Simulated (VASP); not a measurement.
# Bi (P6/mmm) in VASP: single point with RPBE

Aim: the single point of Bi with RPBE.

Everything below comes from runs of VASP 6.6.1. Logs are shortened: lines on timing, memory, paths and dates and some standing lists are left out, and cuts for length are marked.

## Step 1: The cell of the first run

The structure is hexagonal, space group P6/mmm (No. 191). The conventional cell has a = 5.791 Å, b = 5.791 Å, c = 3.402 Å, α = 90.00°, β = 90.00°, γ = 120.00°. Within 4.5 Å of Bi (site symmetry 6/mmm) lie 14 Bi at 3.40 to 3.75 Å. Within 4.4 Å of Bi (site symmetry -6m2) lie 11 Bi at 3.34 to 3.75 Å.

## Step 2: Single point, RPBE

The input, INCAR:

```
ALGO = Normal
EDIFF = 1E-6
ENCUT = 520
GGA = RP
ISIF = 2
ISMEAR = -1
LASPH = True
LCHARG = True
LELF = True
LREAL = False
LVHAR = True
LWAVE = False
NBANDS = 30
NELM = 80
PREC = Accurate
SIGMA = 0.1
```

The input, KPOINTS:

```
k-points
0
Gamma
  8 8 12
```

The input, POSCAR:

```
Bi
1.0
    5.7910211047      0.0000000000      0.0000000000
   -2.8955105524      5.0151713905      0.0000000000
    0.0000000000      0.0000000000      3.4020165951
Bi
3
Direct
    1.0000000000      1.0000000000      0.0000000000
    0.3333333333      0.6666666667      0.5000000000
    0.6666666667      0.3333333333      0.5000000000
```

Potentials or basis: VASP PAW PBE potentials, release 64 (Bi_d).

The run is started by

```
cat potpaw_PBE.64/Bi_d/POTCAR > POTCAR
mpirun -np 1 vasp_std > vasp.out
```

OUTCAR:

```text
EDIFF = 1E-6
   ENCUT = 520
   GGA = RP
   ISIF = 2
   ISMEAR = -1
   LASPH = True
   LREAL = False
   NELM = 80
   PREC = Accurate

 ion  position               nearest neighbor table
   1  0.000  0.000  0.000-   2 3.75   3 3.75   2 3.75   3 3.75   3 3.75   3 3.75   2 3.75   2 3.75
                             3 3.75   3 3.75   2 3.75   2 3.75
   2  0.333  0.667  0.500-   3 3.34   3 3.34   3 3.34   1 3.75   1 3.75   1 3.75   1 3.75   1 3.75
                             1 3.75
   3  0.667  0.333  0.500-   2 3.34   2 3.34   2 3.34   1 3.75   1 3.75   1 3.75   1 3.75   1 3.75
                             1 3.75

  LATTYP: Found a hexagonal cell.
 ALAT       =     5.7910211047
 C/A-ratio  =     0.5874640298

  Lattice vectors:

 A1 = (   5.7910211047,   0.0000000000,   0.0000000000)
 A2 = (  -2.8955105524,   5.0151713905,   0.0000000000)
 A3 = (   0.0000000000,   0.0000000000,   3.4020165951)

Analysis of symmetry for initial positions (statically):
=====================================================================
 Subroutine PRICEL returns:
 Original cell was already a primitive cell.

 Routine SETGRP: Setting up the symmetry group for a
 hexagonal supercell.

 Subroutine GETGRP returns: Found 24 space group operations
 (whereof 24 operations were pure point group operations)
 out of a pool of 24 trial point group operations.

The static configuration has the point symmetry D_6h.

Analysis of symmetry for dynamics (positions and initial velocities):
=====================================================================
 Subroutine PRICEL returns:
 Original cell was already a primitive cell.

 Routine SETGRP: Setting up the symmetry group for a
 hexagonal supercell.

 Subroutine GETGRP returns: Found 24 space group operations
 (whereof 24 operations were pure point group operations)
 out of a pool of 24 trial point group operations.

The dynamic configuration has the point symmetry D_6h.

 Subroutine INISYM returns: Found 24 space group operations
 (whereof 24 operations are pure point group operations),
 and found     1 'primitive' translations

----------------------------------------------------------------------------------------

                                     Primitive cell

  volume of cell :      98.8046

[... 80 lines left out ...]
 SYSTEM =  unknown system
   PREC   = accura    normal or accurate (medium, high low for compatibility)
   ISTART =      0    job   : 0-new  1-cont  2-samecut
   ICHARG =      2    charge: 1-file 2-atom 10-const
   ISPIN  =      1    spin polarized calculation?
   LNONCOLLINEAR =      F non collinear calculations
   LSORBIT =      F    spin-orbit coupling
   LASPH  =      T    aspherical Exc in radial PAW
   ENCUT  =  520.0 eV  38.22 Ry    6.18 a.u.  10.77 10.77  6.33*2*pi/ulx,y,z
   NELM   =     80;   NELMIN=  2; NELMDL= -5     # of ELM steps
   EDIFF  = 0.1E-05   stopping-criterion for ELM
   LREAL  =      F    real-space projection
   EDIFFG = 0.1E-04   stopping-criterion for IOM
   NSW    =      0    number of steps for IOM
   IBRION =     -1    ionic relax: 0-MD 1-quasi-New 2-CG
   NFREE  =      0    steps in history (QN), initial steepest desc. (CG)
   ISIF   =      2    stress and relaxation
   ISYM   =      2    0-nonsym 1-usesym 2-fastsym
   POTIM  = 0.5000    time-step for ionic-motion
   TEBEG  =    0.0;   TEEND  =   0.0 temperature during run
   PSTRESS=    0.0 pullay stress
   NELECT =      45.0000    total number of electrons
   NUPDOWN=      -1.0000    fix difference up-down
   EMIN   =  10.00;   EMAX   =-10.00  energy-range for DOS
   EFERMI =   0.00;   METHOD = LEGACY
   ISMEAR =    -1;   SIGMA  =   0.10  broadening in eV -4-tet -1-fermi 0-gaus
   EFERMI_NEDOS =   21; number of points for ismear=-14 and -15
   IALGO  =     38    algorithm
   IMIX   =      4    mixing-type and parameters
     AMIX     =   0.40;   BMIX     =  1.00
     AMIX_MAG =   1.60;   BMIX_MAG =  1.00
  volume/ion in A,a.u.               =      32.93       222.26
  Fermi-wavevector in a.u.,A,eV,Ry     =   1.259563  2.380229 21.585628  1.586499
  Thomas-Fermi vector in A             =   2.393116
   LORBIT       =      0    0 simple, 1 ext, 2 COOP (PROOUT), +10 PAW based schemes
   GGA     = RP    functional components
   LHFCALC =     F    Hartree Fock is set to
   AEXX    =    0.0000 exact exchange contribution
   IVDW    =     0    specifies the selected vdW correction
   LEPSILON=     F    determine dielectric tensor
   LRPA    =     F    only Hartree local field effects (RPA)
 non-spin polarized calculation
  energy-cutoff  :      520.00
  volume of cell :       98.80
 maximum number of plane-waves:      2713
 NGX is ok and might be reduce to    48
   NGX = 21   NGY = 21   NGZ = 13

 number of electron      44.9999988 magnetization

 Free energy of the ion-electron system (eV)
  ---------------------------------------------------
  ext. energy  EPLUGINS =         0.00000000
  ---------------------------------------------------
  free energy    TOTEN  =       -10.08711660 eV

  energy without entropy =      -10.01120673  energy(sigma->0) =      -10.04916166

 E-fermi :   7.3597     XC(G=0):  -9.9332

 val. band max:        7.3466472139   @ k =   0.3750   0.2500   0.4167
 cond. band min:       7.3861140883   @ k =   0.2500   0.2500   0.1667
 fundamental gap:      0.0394668744
 Fermi energy:         7.3596654367

 k-point     1 :       0.0000    0.0000    0.0000
  band No.  band energies     occupation
      1     -15.8029      2.00000
      2     -15.7513      2.00000
      3     -15.7133      2.00000
      4     -15.7114      2.00000
      5     -15.7114      2.00000
      6     -15.6575      2.00000
[... 781 lines left out ...]
     29      14.7080      0.00000
     30      16.0181      0.00000

 [... further k-points ...]
[... 5 lines left out ...]
  --------------------------------------------------------------------------------------
  -------------------------------------------------------------------------------------
  Total       -0.2961512     -0.2961512      0.2081900      0.0000000      0.0000000      0.0000000
  in kB       -4.8022713     -4.8022713      3.3759268      0.0000000      0.0000000      0.0000000
  external PRESSURE =      -2.0762053 kB  Pullay stress =       0.0000000 kB

 VOLUME and BASIS-vectors are now :
 -----------------------------------------------------------------------------
  energy-cutoff  :      520.00
  volume of cell :       98.80
      direct lattice vectors                 reciprocal lattice vectors
     5.791021105  0.000000000  0.000000000     0.172681118  0.099697490  0.000000000
    -2.895510552  5.015171390  0.000000000     0.000000000  0.199394980  0.000000000
     0.000000000  0.000000000  3.402016595     0.000000000  0.000000000  0.293943305

 POSITION                                       TOTAL-FORCE (eV/Angst)
 -----------------------------------------------------------------------------------
      0.00000      0.00000      0.00000         0.000000      0.000000      0.000000
     -0.00000      3.34345      1.70101         0.000000      0.000000     -0.000000
      2.89551      1.67172      1.70101        -0.000000      0.000000      0.000000
 -----------------------------------------------------------------------------------
    total drift:                               -0.000000      0.000000     -0.000000

  FREE ENERGIE OF THE ION-ELECTRON SYSTEM (eV)
  ---------------------------------------------------
  free  energy   TOTEN  =       -10.0871165976 eV

  energy  without entropy=      -10.0112067308  energy(sigma->0) =      -10.04916166
```

OSZICAR:

```text
N       E                     dE             d eps       ncg     rms          rms(c)
DAV:   1     0.505736800876E+03    0.50574E+03   -0.23418E+04  4200   0.181E+03
DAV:   2     0.394603150770E+02   -0.46628E+03   -0.45714E+03  4236   0.501E+02
DAV:   3    -0.803531161683E+01   -0.47496E+02   -0.46523E+02  4968   0.176E+02
DAV:   4    -0.997653382931E+01   -0.19412E+01   -0.19381E+01  4888   0.380E+01
DAV:   5    -0.100845960981E+02   -0.10806E+00   -0.10806E+00  6422   0.805E+00    0.818E-01
DAV:   6    -0.100827260169E+02    0.18701E-02   -0.31854E-02  4996   0.199E+00    0.518E-01
DAV:   7    -0.100865017428E+02   -0.37757E-02   -0.22626E-02  4888   0.144E+00    0.162E-01
DAV:   8    -0.100870587475E+02   -0.55700E-03   -0.15695E-03  4982   0.390E-01    0.339E-02
DAV:   9    -0.100871148555E+02   -0.56108E-04   -0.15442E-04  6384   0.140E-01    0.124E-02
DAV:  10    -0.100871159949E+02   -0.11394E-05   -0.11045E-05  4872   0.345E-02    0.243E-03
DAV:  11    -0.100871165976E+02   -0.60269E-06   -0.83430E-07  3104   0.127E-02
   1 F= -.10087117E+02 E0= -.10049162E+02  d E =-.759099E-01
```

stdout:

```text
POSCAR found type information on POSCAR Bi
 POSCAR found :  1 types and       3 ions
 scaLAPACK will be used
 -----------------------------------------------------------------------------
|                                                                             |
|                                                                             |
|     You enforced a specific xc type in the INCAR file but a different       |
|     I HOPE YOU KNOW WHAT YOU ARE DOING!                                     |
|                                                                             |
 -----------------------------------------------------------------------------

 LDA part: xc-table for (Slater+PW92), standard interpolation
 POSCAR, INCAR and KPOINTS ok, starting setup
 FFT: planning ... GRIDC
 FFT: planning ... GRID_SOFT
 FFT: planning ... GRID
 WAVECAR not read
 entering main loop
```

Run time: 2.3 min. Hardware: 1 thread of AMD EPYC 7R13 (Zen 3), shared host; peak memory 0.29 GiB.

Results:

- Free energy: -10.0871 eV
- Pressure: -0.2 GPa

Levels at points of the mesh, in eV from the Fermi level:
```tsv
k point	band 19	band 20	band 21	band 22	band 23	band 24	band 25	band 26	band 27	band 28
(0.00, 0.00, 0.00)	-3.30	-3.30	-3.08	-3.08	1.72	4.56	4.56	5.16	5.18	5.86
(0.50, 0.00, 0.00)	-4.84	-1.51	-1.35	1.02	1.36	1.80	3.18	3.19	4.57	5.79
(0.00, 0.00, 0.50)	-3.73	-2.83	-1.86	-1.69	-1.69	-0.32	-0.32	0.89	0.89	3.71
(0.50, 0.00, 0.50)	-4.40	-4.02	-2.87	-2.36	-0.65	0.96	1.85	1.97	3.09	5.78
```

Caveat: the PAW data sets were made with another functional, which shifts forces and pressure a little; spin-orbit coupling is left out, which moves the levels of the heavy elements.
